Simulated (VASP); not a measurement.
Input of a VASP 6.6.1 run:

INCAR

```
SYSTEM = NaH
ALGO = Normal
EDIFF = 1E-6
ENCUT = 500
GGA = PE
GGA_COMPAT = .False.
ISIF = 2
ISMEAR = 0
LASPH = .True.
LCHARG = .False.
LREAL = .False.
LWAVE = .False.
NBANDS = 26
NELM = 120
PREC = Accurate
SIGMA = 0.02
```

The input KPOINTS:

```
k-points
0
Gamma
  12 12 2
  0 0 0
```

POSCAR

```
NaH
1.0
    3.3767465075      0.0000000000      0.0000000000
   -1.6883732537      2.9243482576      0.0000000000
    0.0000000000      0.0000000000     11.4895439031
Na H
4 4
Direct
    0.6666666667      0.3333333333      0.8780795698
    0.3333333333      0.6666666667      0.1219204302
    0.3333333333      0.6666666667      0.3780795698
    0.6666666667      0.3333333333      0.6219204302
    0.0000000000      0.0000000000      0.0000000000
    0.0000000000      0.0000000000      0.5000000000
    0.6666666667      0.3333333333      0.2500000000
    0.3333333333      0.6666666667      0.7500000000
```

Potentials or basis: VASP PAW PBE potentials, release 64 (Na_pv, H).

The run is started by

```sh
$ cat potpaw_PBE.64/Na_pv/POTCAR potpaw_PBE.64/H/POTCAR > POTCAR
$ mpirun -np 1 vasp_std > vasp.out
```

Problem. Predict the band gap on the k mesh.

Solution. 3.53 eV, indirect (least direct gap 4.17 eV).

Problem. What does it give for the pressure?

Solution. -0.1 GPa.

A k mesh can miss the band edges. As with any semilocal functional, this PBE gap is likely too small.
